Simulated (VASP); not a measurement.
Crystal: ZnSe (Stilleite).

```xyz
2
Lattice="0.0000 2.8338 2.8338 2.8338 0.0000 2.8338 2.8338 2.8338 0.0000" Properties=species:S:1:pos:R:3 pbc="T T T"
Se    4.2507    4.2507    4.2507
Zn    0.0000    0.0000    0.0000
```

* Program: VASP 6.6.1
* Task: relaxation of cell and atoms
* Functional: RPBE
* Potentials or basis: VASP PAW PBE potentials, release 64 (Se, Zn)
* Cutoff: 600 eV
* k mesh: 8 × 8 × 8
* Occupations: fermi-dirac, width 0.05 eV
* Spin: no spin polarisation

At the start: pressure 4.6 GPa; volume 22.76 Å³/atom.

Q: Where does the relaxation end?

A: Over 3 steps the energy falls by 24.0 meV/atom and the volume is 24.56 Å³/atom (+7.9 %); space group F-43m (No. 216, to 0.05 Å).

The path:
```csv
step,energy change (eV),largest force (eV/Å),pressure (GPa),volume (Å³)
1,0.0000,0.0000,4.57,45.51
2,-0.0461,0.0000,-0.78,49.93
3,-0.0481,0.0000,0.02,49.12
```

Final structure:
```cif
data_structure
_symmetry_space_group_name_H-M 'P 1'
_symmetry_Int_Tables_number 1
_cell_length_a 4.1107
_cell_length_b 4.1107
_cell_length_c 4.1107
_cell_angle_alpha 60.000
_cell_angle_beta 60.000
_cell_angle_gamma 60.000
_cell_volume 49.12
loop_
_atom_site_label
_atom_site_type_symbol
_atom_site_fract_x
_atom_site_fract_y
_atom_site_fract_z
_atom_site_occupancy
Se1 Se 0.75000 0.75000 0.75000 1
Zn1 Zn 0.00000 0.00000 0.00000 1
```

Caveat: the PAW data sets were made with another functional, which shifts forces and pressure a little.
